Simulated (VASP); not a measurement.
# Lu (a cell with a defect) in VASP: a series of runs

Lu (a cell with a defect) is run at these levels: revPBE; tasks: single point, relaxation of the atoms.

All numbers are computed with VASP 6.6.1; they aren't measurements. Logs are shortened: lines on timing, memory, paths and dates and some standing lists are left out, and cuts for length are marked.

## (1) The cell of the first run

The cell holds a defect, 15 atoms: a = 7.006 Å, b = 7.006 Å, c = 11.102 Å, α = 90.00°, β = 90.00°, γ = 120.00°.

## (2) Single point, revPBE

Contents of INCAR:

```
  PREC = Accurate
  ENCUT = 520
  EDIFF = 1E-6
  ISMEAR = 1
  SIGMA = 0.05
  LREAL = False
  LASPH = True
  NELM = 120
  ALGO = Normal
  ISIF = 2
  LWAVE = False
  LCHARG = True
  GGA = RE
  LELF = True
  LVHAR = True
  NBANDS = 200
  GGA_COMPAT = False
```

Contents of KPOINTS:

```
Automatic mesh
0
Gamma
  2 2 2
```

Contents of POSCAR:

```
Lu
1.0
    7.0061999977      0.0000000000      0.0000000000
   -3.5030999988      6.0675471820      0.0000000000
    0.0000000000      0.0000000000     11.1018000000
Lu
15
Direct
    0.1673607036      0.3326392964      0.1239648137
    0.1673607036      0.3326392964      0.6260351863
    0.3333333333      0.1666666667      0.8750000000
    0.1673607036      0.8347214071      0.1239648137
    0.3387934647      0.6693967323      0.3750000000
    0.1673607036      0.8347214071      0.6260351863
    0.3315822751      0.6657911376      0.8750000000
    0.6652785929      0.3326392964      0.1239648137
    0.8306032677      0.1612065353      0.3750000000
    0.6652785929      0.3326392964      0.6260351863
    0.8342088624      0.1684177249      0.8750000000
    0.6666666667      0.8333333333      0.1251037293
    0.8306032677      0.6693967323      0.3750000000
    0.6666666667      0.8333333333      0.6248962707
    0.8342088624      0.6657911376      0.8750000000
```

Potentials or basis: VASP PAW PBE potentials, release 64 (Lu).

Started as:

```console
$ cat potpaw_PBE.64/Lu/POTCAR > POTCAR
$ mpirun -np 1 vasp_std > vasp.out
```

OUTCAR:

```text
PREC = Accurate
   ENCUT = 520
   EDIFF = 1E-6
   ISMEAR = 1
   LREAL = False
   LASPH = True
   NELM = 120
   ISIF = 2
   GGA = RE

 ion  position               nearest neighbor table
   1  0.167  0.333  0.124-   3 3.42   7 3.42  11 3.42   5 3.46   9 3.46   4 3.49   8 3.49  12 3.50
                            12 3.50   4 3.52   8 3.52
   2  0.167  0.333  0.626-   3 3.42   7 3.42  11 3.42   5 3.46   9 3.46   6 3.49  10 3.49  14 3.50
                            14 3.50   6 3.52  10 3.52
   3  0.333  0.167  0.875-   1 3.42   2 3.42   4 3.42   6 3.42   8 3.42  10 3.42   7 3.50   7 3.50
                            11 3.50  11 3.50  15 3.50  15 3.50
   4  0.167  0.835  0.124-   3 3.42   7 3.42  15 3.42   5 3.46  13 3.46   1 3.49   8 3.49  12 3.50
                            12 3.50   1 3.52   8 3.52
   5  0.339  0.669  0.375-  12 3.41  14 3.41  13 3.45   9 3.45   4 3.46   6 3.46   1 3.46   2 3.46
                            13 3.56   9 3.56
   6  0.167  0.835  0.626-   3 3.42   7 3.42  15 3.42   5 3.46  13 3.46   2 3.49  10 3.49  14 3.50
                            14 3.50   2 3.52  10 3.52
   7  0.332  0.666  0.875-   4 3.42   6 3.42   1 3.42   2 3.42  12 3.44  14 3.44  15 3.48  11 3.48
                             3 3.50   3 3.50  15 3.52  11 3.52
   8  0.665  0.333  0.124-   3 3.42  11 3.42  15 3.42   9 3.46  13 3.46   1 3.49   4 3.49  12 3.50
                            12 3.50   1 3.52   4 3.52
   9  0.831  0.161  0.375-  12 3.41  14 3.41  13 3.45   5 3.45  10 3.46   8 3.46   1 3.46   2 3.46
                            13 3.56   5 3.56
  10  0.665  0.333  0.626-   3 3.42  11 3.42  15 3.42   9 3.46  13 3.46   2 3.49   6 3.49  14 3.50
                            14 3.50   2 3.52   6 3.52
  11  0.834  0.168  0.875-   8 3.42  10 3.42   1 3.42   2 3.42  12 3.44  14 3.44  15 3.48   7 3.48
                             3 3.50   3 3.50  15 3.52   7 3.52
  12  0.667  0.833  0.125-  13 3.41   9 3.41   5 3.41  15 3.44  11 3.44   7 3.44   8 3.50   8 3.50
                             4 3.50   4 3.50   1 3.50   1 3.50
  13  0.831  0.669  0.375-  12 3.41  14 3.41   9 3.45   5 3.45   8 3.46  10 3.46   6 3.46   4 3.46
                             9 3.56   5 3.56
  14  0.667  0.833  0.625-  13 3.41   9 3.41   5 3.41  15 3.44  11 3.44   7 3.44  10 3.50  10 3.50
                             6 3.50   6 3.50   2 3.50   2 3.50
  15  0.834  0.666  0.875-   8 3.42  10 3.42   4 3.42   6 3.42  12 3.44  14 3.44  11 3.48   7 3.48
                             3 3.50   3 3.50  11 3.52   7 3.52

  LATTYP: Found a hexagonal cell.
 ALAT       =     7.0061999977
 C/A-ratio  =     1.5845679546

  Lattice vectors:

 A1 = (   7.0061999977,   0.0000000000,   0.0000000000)
 A2 = (  -3.5030999988,   6.0675471820,   0.0000000000)
 A3 = (   0.0000000000,   0.0000000000,  11.1018000000)

Analysis of symmetry for initial positions (statically):
=====================================================================
 Subroutine PRICEL returns:
 Original cell was already a primitive cell.

 Routine SETGRP: Setting up the symmetry group for a
 hexagonal supercell.

 Subroutine GETGRP returns: Found 12 space group operations
 (whereof  2 operations were pure point group operations)
 out of a pool of 24 trial point group operations.

The static configuration has the point symmetry C_1h.
 The point group associated with its full space group is D_3h.

Analysis of symmetry for dynamics (positions and initial velocities):
=====================================================================
 Subroutine PRICEL returns:
 Original cell was already a primitive cell.

 Routine SETGRP: Setting up the symmetry group for a
 hexagonal supercell.

 Subroutine GETGRP returns: Found 12 space group operations
 (whereof  2 operations were pure point group operations)
 out of a pool of 24 trial point group operations.

The dynamic configuration has the point symmetry C_1h.
 The point group associated with its full space group is D_3h.

 Subroutine INISYM returns: Found 12 space group operations
 (whereof  2 operations are pure point group operations),
 and found     1 'primitive' translations

----------------------------------------------------------------------------------------

                                     Primitive cell

  volume of cell :     471.9425

  direct lattice vectors                    reciprocal lattice vectors
[... 54 lines left out ...]
     0.000000000  0.082405622  0.000000000     0.000000000  0.500000000  0.000000000
     0.000000000  0.000000000  0.045037742     0.000000000  0.000000000  0.500000000

  Length of vectors
     0.082405622  0.082405622  0.045037742

  Shift w.r.t. Gamma in fractional coordinates (k-lattice)
     0.000000000  0.000000000  0.000000000

 Subroutine IBZKPT returns following result:
 ===========================================

 Found      4 irreducible k-points:

 Following reciprocal coordinates:
            Coordinates               Weight
  0.000000  0.000000  0.000000      1.000000
  0.500000 -0.000000  0.000000      3.000000
  0.000000  0.000000  0.500000      1.000000
  0.500000 -0.000000  0.500000      3.000000
   k-points           NKPTS =      4   k-points in BZ     NKDIM =      4   number of bands    NBANDS=    200
   number of dos      NEDOS =    301   number of ions     NIONS =     15
   total plane-waves  NPLWV = 244944
   dimension x,y,z NGX =    54 NGY =   54 NGZ =   84
   dimension x,y,z NGXF=   108 NGYF=  108 NGZF=  168
   ions per type =              15
   NGX,Y,Z   is equivalent  to a cutoff of  12.81, 12.81, 12.58 a.u.
   NGXF,Y,Z  is equivalent  to a cutoff of  25.63, 25.63, 25.16 a.u.
 SYSTEM =  unknown system
   PREC   = accura    normal or accurate (medium, high low for compatibility)
   ISTART =      0    job   : 0-new  1-cont  2-samecut
   ICHARG =      2    charge: 1-file 2-atom 10-const
   ISPIN  =      1    spin polarized calculation?
   LNONCOLLINEAR =      F non collinear calculations
   LSORBIT =      F    spin-orbit coupling
   LASPH  =      T    aspherical Exc in radial PAW
   ENCUT  =  520.0 eV  38.22 Ry    6.18 a.u.  13.03 13.03 20.64*2*pi/ulx,y,z
   NELM   =    120;   NELMIN=  2; NELMDL= -5     # of ELM steps
   EDIFF  = 0.1E-05   stopping-criterion for ELM
   LREAL  =      F    real-space projection
   EDIFFG = 0.1E-04   stopping-criterion for IOM
   NSW    =      0    number of steps for IOM
   IBRION =     -1    ionic relax: 0-MD 1-quasi-New 2-CG
   NFREE  =      0    steps in history (QN), initial steepest desc. (CG)
   ISIF   =      2    stress and relaxation
   ISYM   =      2    0-nonsym 1-usesym 2-fastsym
   POTIM  = 0.5000    time-step for ionic-motion
   TEBEG  =    0.0;   TEEND  =   0.0 temperature during run
   PSTRESS=    0.0 pullay stress
   NELECT =     375.0000    total number of electrons
   NUPDOWN=      -1.0000    fix difference up-down
   EMIN   =  10.00;   EMAX   =-10.00  energy-range for DOS
   EFERMI =   0.00;   METHOD = LEGACY
   ISMEAR =     1;   SIGMA  =   0.05  broadening in eV -4-tet -1-fermi 0-gaus
   EFERMI_NEDOS =   21; number of points for ismear=-14 and -15
   IALGO  =     38    algorithm
   IMIX   =      4    mixing-type and parameters
     AMIX     =   0.40;   BMIX     =  1.00
     AMIX_MAG =   1.60;   BMIX_MAG =  1.00
  volume/ion in A,a.u.               =      31.46       212.32
  Fermi-wavevector in a.u.,A,eV,Ry     =   1.516313  2.865416 31.282589  2.299205
  Thomas-Fermi vector in A             =   2.625720
   LORBIT       =      0    0 simple, 1 ext, 2 COOP (PROOUT), +10 PAW based schemes
   GGA     = RE    functional components
   LHFCALC =     F    Hartree Fock is set to
   AEXX    =    0.0000 exact exchange contribution
   IVDW    =     0    specifies the selected vdW correction
   LEPSILON=     F    determine dielectric tensor
   LRPA    =     F    only Hartree local field effects (RPA)
 non-spin polarized calculation
 Methfessel and Paxton  Order N= 1 SIGMA  =   0.05
  energy-cutoff  :      520.00
  volume of cell :      471.94
 maximum number of plane-waves:     12743
 NGX is ok and might be reduce to    54
   NGX = 27   NGY = 27   NGZ = 41

 number of electron     374.9999908 magnetization

 Free energy of the ion-electron system (eV)
  ---------------------------------------------------
  ext. energy  EPLUGINS =         0.00000000
  ---------------------------------------------------
  free energy    TOTEN  =       -61.63343629 eV

  energy without entropy =      -61.62602651  energy(sigma->0) =      -61.63096637

 E-fermi :   1.9057     XC(G=0): -10.1404

 val. band max:        1.8904554441   @ k =   0.5000  -0.0000   0.5000
 cond. band min:       1.9147605346   @ k =   0.0000   0.0000   0.5000
 fundamental gap:      0.0243050905
 Fermi energy:         1.9056749153

 k-point     1 :       0.0000    0.0000    0.0000
  band No.  band energies     occupation
      1     -54.6634      2.00000
      2     -54.6511      2.00000
      3     -54.6511      2.00000
      4     -54.4650      2.00000
      5     -54.4649      2.00000
      6     -54.4529      2.00000
[... 797 lines left out ...]
    198       3.0177      0.00000
    199       3.1471      0.00000
 [bands above 199 left out]

------------------------ aborting loop because EDIFF is reached ----------------------------------------

  FORCE on cell =-STRESS in cart. coord.  units (eV):
  Direction    XX          YY          ZZ          XY          YZ          ZX
  --------------------------------------------------------------------------------------
  -------------------------------------------------------------------------------------
  Total        1.2165897      1.2165897      2.4428770      0.0000000      0.0000000      0.0000000
  in kB        4.1301479      4.1301479      8.2932183      0.0000000      0.0000000      0.0000000
  external PRESSURE =       5.5178380 kB  Pullay stress =       0.0000000 kB

 VOLUME and BASIS-vectors are now :
 -----------------------------------------------------------------------------
  energy-cutoff  :      520.00
  volume of cell :      471.94
      direct lattice vectors                 reciprocal lattice vectors
     7.006199998  0.000000000  0.000000000     0.142730724  0.082405622  0.000000000
    -3.503099999  6.067547182  0.000000000     0.000000000  0.164811244  0.000000000
     0.000000000  0.000000000 11.101800000     0.000000000  0.000000000  0.090075483

 POSITION                                       TOTAL-FORCE (eV/Angst)
 -----------------------------------------------------------------------------------
      0.00729      2.01830      1.37623        -0.000971      0.000560     -0.003154
      0.00729      2.01830      6.95012        -0.000971      0.000560      0.003154
      1.75155      1.01126      9.71408         0.000000     -0.000000     -0.000000
     -1.75155      5.06471      1.37623        -0.000000     -0.001121     -0.003154
      0.02869      4.06160      4.16318        -0.001044     -0.000603     -0.000000
     -1.75155      5.06471      6.95012        -0.000000     -0.001121      0.003154
     -0.00920      4.03972      9.71408        -0.008344     -0.004817     -0.000000
      3.49581      2.01830      1.37623         0.000971      0.000560     -0.003154
      5.25465      0.97813      4.16318         0.000000      0.001206     -0.000000
      3.49581      2.01830      6.95012         0.000971      0.000560      0.003154
      5.25465      1.02188      9.71408         0.000000      0.009634     -0.000000
      1.75155      5.05629      1.38888         0.000000     -0.000000      0.009132
      3.47441      4.06160      4.16318         0.001044     -0.000603     -0.000000
      1.75155      5.05629      6.93747         0.000000     -0.000000     -0.009132
      3.51230      4.03972      9.71408         0.008344     -0.004817     -0.000000
 -----------------------------------------------------------------------------------
    total drift:                               -0.000004      0.000004      0.000000

  FREE ENERGIE OF THE ION-ELECTRON SYSTEM (eV)
  ---------------------------------------------------
  free  energy   TOTEN  =       -61.6334362932 eV

  energy  without entropy=      -61.6260265104  energy(sigma->0) =      -61.63096637
```

It took 17 min on 1 thread of AMD EPYC 7R13 (Zen 3), shared host; peak memory 0.63 GiB.

What came out:

```yaml
Free_energy: -61.6334 eV
Pressure: 0.6 GPa
Largest_force: 0.010 eV/Å
Band_gap_on_the_k_mesh: zero (an odd number of electrons rules out a gap without spin polarisation)
```

Forces on the atoms (eV/Å):
```
Lu  -0.001  0.001 -0.003
Lu  -0.001  0.001  0.003
Lu   0.000  0.000  0.000
Lu   0.000 -0.001 -0.003
Lu  -0.001 -0.001  0.000
Lu   0.000 -0.001  0.003
Lu  -0.008 -0.005  0.000
Lu   0.001  0.001 -0.003
Lu   0.000  0.001  0.000
Lu   0.001  0.001  0.003
Lu   0.000  0.010  0.000
Lu   0.000  0.000  0.009
Lu   0.001 -0.001  0.000
Lu   0.000  0.000 -0.009
Lu   0.008 -0.005  0.000
```

Stress tensor (GPa, compression positive):
```
0.41 0.00 0.00
0.00 0.41 0.00
0.00 0.00 0.83
```

Caveat: the k points lie up to 0.52 Å⁻¹ apart, too coarse for converged energies and pressures of a metal; the PAW data sets were made with another functional, which shifts forces and pressure a little; spin-orbit coupling is left out, which moves the levels of the heavy elements.

## (3) Relaxation of the atoms, revPBE

Contents of INCAR:

```
SYSTEM = Lu
PREC     = Accurate       ! precision mode
ENCUT    = 520            ! plane-wave cutoff, eV
EDIFF    = 1E-7           ! SCF threshold, eV
ISMEAR   = 1              ! smearing method
SIGMA    = 0.05           ! smearing width, eV
LREAL    = .False.        ! projectors in reciprocal space
LASPH    = .True.         ! aspherical terms in the spheres
NELM     = 120            ! most SCF steps
ALGO     = Normal         ! electronic algorithm
ISIF     = 2              ! what is computed and relaxed
LWAVE    = .False.        ! write WAVECAR
LCHARG   = .False.        ! write CHGCAR
GGA      = RE             ! functional
IBRION   = 2              ! ionic algorithm
NSW      = 45             ! ionic steps
EDIFFG   = -0.05          ! ionic threshold
GGA_COMPAT= .False.      
NELMIN   = 4            
KPAR     = 2            
NCORE    = 2
```

Contents of KPOINTS:

```
regular mesh
0
Gamma
  2 2 2
  0 0 0
```

Contents of POSCAR:

```
Lu
1.0
    7.0061999977      0.0000000000      0.0000000000
   -3.5030999988      6.0675471820      0.0000000000
    0.0000000000      0.0000000000     11.1018000000
Lu
15
Direct
    0.1666666667      0.3333333333      0.1250000000
    0.1666666667      0.3333333333      0.6250000000
    0.3333333333      0.1666666667      0.8750000000
    0.1666666667      0.8333333333      0.1250000000
    0.3333333333      0.6666666667      0.3750000000
    0.1666666667      0.8333333333      0.6250000000
    0.3333333333      0.6666666667      0.8750000000
    0.6666666667      0.3333333333      0.1250000000
    0.8333333333      0.1666666667      0.3750000000
    0.6666666667      0.3333333333      0.6250000000
    0.8333333333      0.1666666667      0.8750000000
    0.6666666667      0.8333333333      0.1250000000
    0.8333333333      0.6666666667      0.3750000000
    0.6666666667      0.8333333333      0.6250000000
    0.8333333333      0.6666666667      0.8750000000
```

Potentials or basis: VASP PAW PBE potentials, release 64 (Lu).

Started as:

```console
$ cat potpaw_PBE.64/Lu/POTCAR > POTCAR
$ mpirun -np 4 vasp_std > vasp.out
```

It took 9.1 min on 4 MPI ranks of Intel Xeon 6975P-C (Granite Rapids), shared host; peak memory 0.44 GiB.

The run converged. Its results:

| Item | Value |
| --- | --- |
| Free energy | -61.6332 eV |
| Energy gained by relaxing | 1.2 meV/atom |
| Ionic steps | 3 |
| Pressure after relaxing | 0.6 GPa |
| Largest force after relaxing | 0.016 eV/Å |
| Band gap on the k mesh | zero (an odd number of electrons rules out a gap without spin polarisation) |

Forces on the atoms (eV/Å):
```
Lu   0.007 -0.004 -0.014
Lu   0.007 -0.004  0.014
Lu   0.000  0.000  0.000
Lu   0.000  0.008 -0.014
Lu  -0.004 -0.002  0.000
Lu   0.000  0.008  0.014
Lu   0.009  0.005  0.000
Lu  -0.007 -0.004 -0.014
Lu   0.000  0.004  0.000
Lu  -0.007 -0.004  0.014
Lu   0.000 -0.011  0.000
Lu   0.000  0.000 -0.011
Lu   0.004 -0.002  0.000
Lu   0.000  0.000  0.011
Lu  -0.009  0.005  0.000
```

Stress tensor (GPa, compression positive):
```
0.44 0.00 0.00
0.00 0.44 0.00
0.00 0.00 0.84
```

Step by step:
| step | energy change (eV) | largest force (eV/Å) | pressure (GPa) |
| --- | --- | --- | --- |
| 1 | 0.0000 | 0.2619 | 0.58 |
| 2 | -0.0115 | 0.1596 | 0.56 |
| 3 | -0.0185 | 0.0160 | 0.57 |

Final structure:
```xyz
15
Lattice="7.0062 0.0000 0.0000 -3.5031 6.0675 0.0000 0.0000 0.0000 11.1018" Properties=species:S:1:pos:R:3 pbc="T T T"
Lu    0.0063    2.0189    1.3794
Lu    0.0063    2.0189    6.9469
Lu    1.7515    1.0113    9.7141
Lu   -1.7515    5.0635    1.3794
Lu    0.0284    4.0614    4.1632
Lu   -1.7515    5.0635    6.9469
Lu   -0.0117    4.0383    9.7141
Lu    3.4968    2.0189    1.3794
Lu    5.2547    0.9784    4.1632
Lu    3.4968    2.0189    6.9469
Lu    5.2546    1.0248    9.7141
Lu    1.7515    5.0563    1.3956
Lu    3.4747    4.0614    4.1632
Lu    1.7515    5.0563    6.9307
Lu    3.5148    4.0383    9.7141
```

Levels at points of the mesh, in eV from the Fermi level:
```tsv
k point	band 184	band 185	band 186	band 187	band 188	band 189	band 190	band 191
(0.00, 0.00, 0.00)	-0.54	-0.20	-0.20	-0.13	0.13	0.21	0.21	0.23
(0.50, 0.00, 0.00)	-0.21	-0.16	-0.11	-0.05	0.17	0.22	0.25	0.52
(0.00, 0.00, 0.50)	-0.30	-0.30	-0.20	-0.19	-0.19	0.01	0.01	0.07
(0.50, 0.00, 0.50)	-0.19	-0.14	-0.05	-0.02	-0.02	0.02	0.09	0.12
```

Caveat: the k points lie up to 0.52 Å⁻¹ apart, too coarse for converged energies and pressures of a metal; the PAW data sets were made with another functional, which shifts forces and pressure a little; spin-orbit coupling is left out, which moves the levels of the heavy elements.
